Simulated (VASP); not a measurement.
# Zn15InS16 (a cell with a defect) (Wurtzite-4H) in VASP: electric field gradients with PBE

Aim: the electric field gradients of Zn15InS16 (a cell with a defect) (Wurtzite-4H) with PBE.

Everything below comes from runs of VASP 6.6.1. Logs are shortened: lines on timing, memory, paths and dates and some standing lists are left out, and cuts for length are marked.

### 1 The cell of the first run

The cell holds a defect, 32 atoms: a = 7.645 Å, b = 7.645 Å, c = 12.520 Å, α = 90.00°, β = 90.00°, γ = 120.00°.

### 2 Electric field gradients, PBE

File INCAR:

```
PREC = Accurate
ENCUT = 520
EDIFF = 1E-8
ISMEAR = -1
SIGMA = 0.01
LREAL = Auto
LASPH = T
NELM = 100
ALGO = Normal
ISIF = 2
LWAVE = F
LCHARG = F
GGA = PE
LEFG = T
NELECT = 288.0
NBANDS = 166
```

File KPOINTS:

```
Automatic mesh
0
Gamma
  3 3 2
```

File POSCAR:

```
Zn15InS16
1.0
    7.6454000000      0.0000000000      0.0000000000
   -3.8227000000      6.6211106220      0.0000000000
    0.0000000000      0.0000000000     12.5200000000
Zn In S
15 1 16
Direct
    0.0000000000      0.0000000000      0.0000000000
    0.0000000000      0.5000000000      0.0000000000
    0.5000000000      0.0000000000      0.0000000000
    0.5000000000      0.5000000000      0.0000000000
    0.0000000000      0.0000000000      0.5000000000
    0.0000000000      0.5000000000      0.5000000000
    0.5000000000      0.0000000000      0.5000000000
    0.5000000000      0.5000000000      0.5000000000
    0.1666666666      0.8333333334      0.2500000000
    0.6666666666      0.3333333334      0.2500000000
    0.6666666666      0.8333333334      0.2500000000
    0.3333333334      0.1666666666      0.7500000000
    0.3333333334      0.6666666666      0.7500000000
    0.8333333334      0.1666666666      0.7500000000
    0.8333333334      0.6666666666      0.7500000000
    0.1666666666      0.3333333334      0.2500000000
    0.0000000000      0.0000000000      0.1875000000
    0.0000000000      0.5000000000      0.1875000000
    0.5000000000      0.0000000000      0.1875000000
    0.5000000000      0.5000000000      0.1875000000
    0.0000000000      0.0000000000      0.6875000000
    0.0000000000      0.5000000000      0.6875000000
    0.5000000000      0.0000000000      0.6875000000
    0.5000000000      0.5000000000      0.6875000000
    0.1666666666      0.3333333334      0.4375000000
    0.1666666666      0.8333333334      0.4375000000
    0.6666666666      0.3333333334      0.4375000000
    0.6666666666      0.8333333334      0.4375000000
    0.3333333334      0.1666666666      0.9375000000
    0.3333333334      0.6666666666      0.9375000000
    0.8333333334      0.1666666666      0.9375000000
    0.8333333334      0.6666666666      0.9375000000
```

Potentials or basis: VASP PAW PBE potentials, release 64 (Zn, In_d, S).

Launch:

```bash
$ cat potpaw_PBE.64/Zn/POTCAR potpaw_PBE.64/In_d/POTCAR potpaw_PBE.64/S/POTCAR > POTCAR
$ mpirun -np 1 vasp_std > vasp.out
```

OUTCAR:

```text
PREC = Accurate
   ENCUT = 520
   EDIFF = 1E-8
   ISMEAR = -1
   LREAL = Auto
   LASPH = T
   NELM = 100
   ISIF = 2
   GGA = PE
   NELECT = 288.0

 ion  position               nearest neighbor table
   1  0.000  0.000  0.000-  31 2.34  32 2.34  29 2.34  17 2.35
   2  0.000  0.500  0.000-  32 2.34  31 2.34  30 2.34  18 2.35
   3  0.500  0.000  0.000-  29 2.34  30 2.34  31 2.34  19 2.35
   4  0.500  0.500  0.000-  30 2.34  29 2.34  32 2.34  20 2.35
   5  0.000  0.000  0.500-  26 2.34  25 2.34  28 2.34  21 2.35
   6  0.000  0.500  0.500-  25 2.34  26 2.34  27 2.34  22 2.35
[... 24 lines left out ...]
  31  0.833  0.167  0.938-   1 2.34   2 2.34   3 2.34  14 2.35
  32  0.833  0.667  0.938-   2 2.34   1 2.34   4 2.34  15 2.35

  LATTYP: Found a hexagonal cell.
 ALAT       =     7.6454000000
 C/A-ratio  =     1.6375859994

  Lattice vectors:

 A1 = (   7.6454000000,   0.0000000000,   0.0000000000)
 A2 = (  -3.8227000000,   6.6211106220,   0.0000000000)
 A3 = (   0.0000000000,   0.0000000000,  12.5200000000)

Analysis of symmetry for initial positions (statically):
=====================================================================
 Subroutine PRICEL returns:
 Original cell was already a primitive cell.

 Routine SETGRP: Setting up the symmetry group for a
 hexagonal supercell.

 Subroutine GETGRP returns: Found  6 space group operations
 (whereof  2 operations were pure point group operations)
 out of a pool of 24 trial point group operations.

The static configuration has the point symmetry C_1h.
 The point group associated with its full space group is C_3v.

Analysis of symmetry for dynamics (positions and initial velocities):
=====================================================================
 Subroutine PRICEL returns:
 Original cell was already a primitive cell.

 Routine SETGRP: Setting up the symmetry group for a
 hexagonal supercell.

 Subroutine GETGRP returns: Found  6 space group operations
 (whereof  2 operations were pure point group operations)
 out of a pool of 24 trial point group operations.

The dynamic configuration has the point symmetry C_1h.
 The point group associated with its full space group is C_3v.

 Subroutine INISYM returns: Found  6 space group operations
 (whereof  2 operations are pure point group operations),
 and found     1 'primitive' translations

----------------------------------------------------------------------------------------

                                     Primitive cell

  volume of cell :     633.7754

  direct lattice vectors                    reciprocal lattice vectors
     7.645400000  0.000000000  0.000000000     0.130797604  0.075516032  0.000000000
    -3.822700000  6.621110622  0.000000000     0.000000000  0.151032064  0.000000000
     0.000000000  0.000000000 12.520000000     0.000000000  0.000000000  0.079872204

  length of vectors
     7.645400000  7.645400000 12.520000000     0.151032064  0.151032064  0.079872204

  position of ions in fractional coordinates (direct lattice)
     0.000000000  0.000000000  0.000000000
     0.000000000  0.500000000  0.000000000
     0.500000000  0.000000000  0.000000000
     0.500000000  0.500000000  0.000000000
     0.000000000  0.000000000  0.500000000
     0.000000000  0.500000000  0.500000000
[... 24 lines left out ...]
     0.833333333  0.166666667  0.937500000
     0.833333333  0.666666667  0.937500000

  ion indices of the primitive-cell ions
   primitive index   ion index
                 1           1
                 2           2
                 3           3
                 4           4
                 5           5
                 6           6
[... 24 lines left out ...]
                31          31
                32          32

[... 51 lines left out ...]
   NELM   =    100;   NELMIN=  2; NELMDL= -5     # of ELM steps
   EDIFF  = 0.1E-07   stopping-criterion for ELM
   LREAL  =      T    real-space projection
   EDIFFG = 0.1E-06   stopping-criterion for IOM
   NSW    =      0    number of steps for IOM
   IBRION =     -1    ionic relax: 0-MD 1-quasi-New 2-CG
   NFREE  =      0    steps in history (QN), initial steepest desc. (CG)
   ISIF   =      2    stress and relaxation
   ISYM   =      2    0-nonsym 1-usesym 2-fastsym
   POTIM  = 0.5000    time-step for ionic-motion
   TEBEG  =    0.0;   TEEND  =   0.0 temperature during run
   PSTRESS=    0.0 pullay stress
   NELECT =     288.0000    total number of electrons
   NUPDOWN=      -1.0000    fix difference up-down
   EMIN   =  10.00;   EMAX   =-10.00  energy-range for DOS
   EFERMI =   0.00;   METHOD = LEGACY
   ISMEAR =    -1;   SIGMA  =   0.01  broadening in eV -4-tet -1-fermi 0-gaus
   EFERMI_NEDOS =   21; number of points for ismear=-14 and -15
   IALGO  =     38    algorithm
   IMIX   =      4    mixing-type and parameters
     AMIX     =   0.40;   BMIX     =  1.00
     AMIX_MAG =   1.60;   BMIX_MAG =  1.00
  volume/ion in A,a.u.               =      19.81       133.65
  Fermi-wavevector in a.u.,A,eV,Ry     =   1.258618  2.378443 21.553244  1.584119
  Thomas-Fermi vector in A             =   2.392218
   LORBIT       =      0    0 simple, 1 ext, 2 COOP (PROOUT), +10 PAW based schemes
   GGA     = PE    functional components
   LHFCALC =     F    Hartree Fock is set to
   AEXX    =    0.0000 exact exchange contribution
   IVDW    =     0    specifies the selected vdW correction
   LEPSILON=     F    determine dielectric tensor
   LRPA    =     F    only Hartree local field effects (RPA)
 non-spin polarized calculation
  energy-cutoff  :      520.00
  volume of cell :      633.78
 maximum number of plane-waves:     17117
 NGX is ok and might be reduce to    60
   NGX = 29   NGY = 29   NGZ = 47

 number of electron     288.0000066 magnetization

 Free energy of the ion-electron system (eV)
  ---------------------------------------------------
  ext. energy  EPLUGINS =         0.00000000
  ---------------------------------------------------
  free energy    TOTEN  =      -113.19060056 eV

  energy without entropy =     -113.19060056  energy(sigma->0) =     -113.19060056

 E-fermi :   2.7676     XC(G=0):  -9.6224

 val. band max:        2.4941446790   @ k =   0.0000   0.0000   0.0000
 cond. band min:       4.3010723251   @ k =   0.0000   0.0000   0.0000
 fundamental gap:      1.8069276461
 Fermi energy:         2.7675751589

 k-point     1 :       0.0000    0.0000    0.0000
  band No.  band energies     occupation
      1     -12.4847      2.00000
      2     -12.4847      2.00000
      3     -12.4592      2.00000
      4     -11.9651      2.00000
      5     -11.9651      2.00000
      6     -11.2532      2.00000
[... 943 lines left out ...]
    155       7.3026      0.00000
    156       7.5059      0.00000
 [bands above 156 left out]

------------------------ aborting loop because EDIFF is reached ----------------------------------------

  FORCE on cell =-STRESS in cart. coord.  units (eV):
  Direction    XX          YY          ZZ          XY          YZ          ZX
  --------------------------------------------------------------------------------------
  -------------------------------------------------------------------------------------
  Total        4.4608054      4.4608054      3.3857231      0.0000000     -0.0000000     -0.0000000
  in kB       11.2768675     11.2768675      8.5590710      0.0000000     -0.0000000     -0.0000000
  external PRESSURE =      10.3709353 kB  Pullay stress =       0.0000000 kB

 VOLUME and BASIS-vectors are now :
 -----------------------------------------------------------------------------
  energy-cutoff  :      520.00
  volume of cell :      633.78
      direct lattice vectors                 reciprocal lattice vectors
     7.645400000  0.000000000  0.000000000     0.130797604  0.075516032  0.000000000
    -3.822700000  6.621110622  0.000000000     0.000000000  0.151032064  0.000000000
     0.000000000  0.000000000 12.520000000     0.000000000  0.000000000  0.079872204

 POSITION                                       TOTAL-FORCE (eV/Angst)
 -----------------------------------------------------------------------------------
      0.00000      0.00000      0.00000         0.000000      0.038829     -0.484178
     -1.91135      3.31056      0.00000         0.033627     -0.019414     -0.484178
      3.82270      0.00000      0.00000         0.000000     -0.000000     -0.162086
      1.91135      3.31056      0.00000        -0.033627     -0.019414     -0.484178
      0.00000      0.00000      6.26000        -0.000000     -0.327173      0.302874
     -1.91135      3.31056      6.26000        -0.283340      0.163587      0.302874
[... 24 lines left out ...]
      5.73405      1.10352     11.73750         0.022292      0.012870      0.206350
      3.82270      4.41407     11.73750         0.000000     -0.000000      0.312221
 -----------------------------------------------------------------------------------
    total drift:                               -0.000003     -0.000002     -0.007656

  FREE ENERGIE OF THE ION-ELECTRON SYSTEM (eV)
  ---------------------------------------------------
  free  energy   TOTEN  =      -113.1906005585 eV

  energy  without entropy=     -113.1906005585  energy(sigma->0) =     -113.19060056

 Electric field gradients (V/A^2)
---------------------------------------------------------------------
 ion       V_xx      V_yy      V_zz      V_xy      V_xz      V_yz
---------------------------------------------------------------------
   1      -9.029    -6.702    15.731    -0.002     0.000    -0.358
   2      -7.282    -8.448    15.731    -1.010    -0.310     0.179
   3      -3.318    -3.320     6.638    -0.002     0.000    -0.000
   4      -7.282    -8.448    15.731     1.006     0.310     0.179
   5      -3.589     8.551    -4.963    -0.002    -0.000    -3.644
   6       5.518    -0.555    -4.963    -5.259    -3.156     1.822
[... 24 lines left out ...]
  31      -1.436     0.326     1.110    -1.526     2.438     1.408
  32      -1.651    -1.651     3.302    -0.000     0.000    -0.000
---------------------------------------------------------------------

 Electric field gradients after diagonalization (V/A^2)
 (convention: |V_zz| > |V_xx| > |V_yy|)
----------------------------------------------------------------------
 ion       V_xx      V_yy      V_zz     asymmetry (V_yy - V_xx)/ V_zz
----------------------------------------------------------------------
   1      -9.029    -6.708    15.737       0.147
   2      -9.031    -6.705    15.737       0.148
   3      -3.321    -3.317     6.638       0.001
   4      -9.029    -6.708    15.737       0.147
   5      -5.883    -3.589     9.471       0.242
   6      -5.882    -3.591     9.474       0.242
[... 24 lines left out ...]
  31       2.693     1.207    -3.899       0.381
  32      -1.651    -1.651     3.302       0.000
----------------------------------------------------------------------

           NMR quadrupolar parameters

 Cq : quadrupolar parameter    Cq=e*Q*V_zz/h
 eta: asymmetry parameters     (V_yy - V_xx)/ V_zz
 Q  : nuclear electric quadrupole moment in mb (millibarn)
----------------------------------------------------------------------
 ion       Cq(MHz)       eta       Q (mb)
----------------------------------------------------------------------
   1       0.038       0.147       1.000
   2       0.038       0.148       1.000
   3       0.016       0.001       1.000
   4       0.038       0.147       1.000
   5       0.023       0.242       1.000
   6       0.023       0.242       1.000
[... 24 lines left out ...]
  31      -0.009       0.381       1.000
  32       0.008       0.000       1.000
----------------------------------------------------------------------
```

It took 20 min on 1 thread of Intel Xeon 6975P-C (Granite Rapids), shared host; peak memory 0.92 GiB.

Results:

```
Free energy   : -113.1906 eV
Largest force : 1.677 eV/Å
```

Forces on the atoms (eV/Å):
```
Zn   0.000  0.039 -0.484
Zn   0.034 -0.019 -0.484
Zn   0.000  0.000 -0.162
Zn  -0.034 -0.019 -0.484
Zn   0.000 -0.327  0.303
Zn  -0.283  0.164  0.303
Zn   0.000  0.000  0.182
Zn   0.283  0.164  0.303
Zn   0.273  0.158  0.353
Zn   0.000 -0.315  0.353
Zn  -0.273  0.158  0.353
Zn   0.016 -0.009 -0.076
Zn   0.000  0.018 -0.076
Zn  -0.016 -0.009 -0.076
Zn   0.000  0.000 -0.140
In   0.000  0.000  0.199
S    0.000 -1.579 -0.565
S   -1.368  0.790 -0.565
S    0.000  0.000 -0.045
S    1.368  0.790 -0.565
S    0.000  0.047 -0.128
S    0.041 -0.023 -0.128
S    0.000  0.000 -0.068
S   -0.041 -0.023 -0.128
S    0.000  0.000  1.421
S   -0.015 -0.008 -0.175
S    0.000  0.017 -0.175
S    0.015 -0.008 -0.175
S   -0.022  0.013  0.206
S    0.000 -0.026  0.206
S    0.022  0.013  0.206
S    0.000  0.000  0.312
```

Electric field gradients, principal values (V/Å²):
| atom | least | middle | greatest (by size) |
| --- | --- | --- | --- |
| 1 Zn | -6.708 | -9.029 | 15.737 |
| 2 Zn | -6.705 | -9.031 | 15.737 |
| 3 Zn | -3.317 | -3.321 | 6.638 |
| 4 Zn | -6.708 | -9.029 | 15.737 |
| 5 Zn | -3.589 | -5.883 | 9.471 |
| 6 Zn | -3.591 | -5.882 | 9.474 |
| 7 Zn | 1.330 | 1.334 | -2.664 |
| 8 Zn | -3.589 | -5.883 | 9.471 |
| 9 Zn | 3.441 | 8.566 | -12.006 |
| 10 Zn | 3.441 | 8.566 | -12.006 |
| 11 Zn | 3.443 | 8.564 | -12.006 |
| 12 Zn | -1.298 | -2.324 | 3.623 |
| 13 Zn | -1.296 | -2.327 | 3.623 |
| 14 Zn | -1.296 | -2.327 | 3.623 |
| 15 Zn | -2.274 | -2.278 | 4.552 |
| 16 In | 3.819 | 3.820 | -7.639 |
| 17 S | -13.169 | -22.705 | 35.874 |
| 18 S | -13.170 | -22.705 | 35.874 |
| 19 S | 6.344 | 6.345 | -12.689 |
| 20 S | -13.169 | -22.705 | 35.874 |
| 21 S | -4.851 | -6.203 | 11.054 |
| 22 S | -4.851 | -6.203 | 11.054 |
| 23 S | -3.405 | -3.406 | 6.811 |
| 24 S | -4.851 | -6.203 | 11.054 |
| 25 S | -19.629 | -19.630 | 39.259 |
| 26 S | 1.104 | 7.426 | -8.530 |
| 27 S | 1.104 | 7.426 | -8.530 |
| 28 S | 1.103 | 7.426 | -8.529 |
| 29 S | 1.206 | 2.693 | -3.899 |
| 30 S | 1.207 | 2.693 | -3.899 |
| 31 S | 1.207 | 2.693 | -3.899 |
| 32 S | -1.651 | -1.651 | 3.302 |

Caveat: the cell carries a net charge on a neutralising background, which shifts energy and pressure; the cell is charged against a uniform background, so pressure and absolute levels hang on convention; without QUAD_EFG the Cq values of the log hold for a quadrupole moment of 1 mb, not for the nuclei; spin-orbit coupling is left out, which moves the levels of the heavy elements.
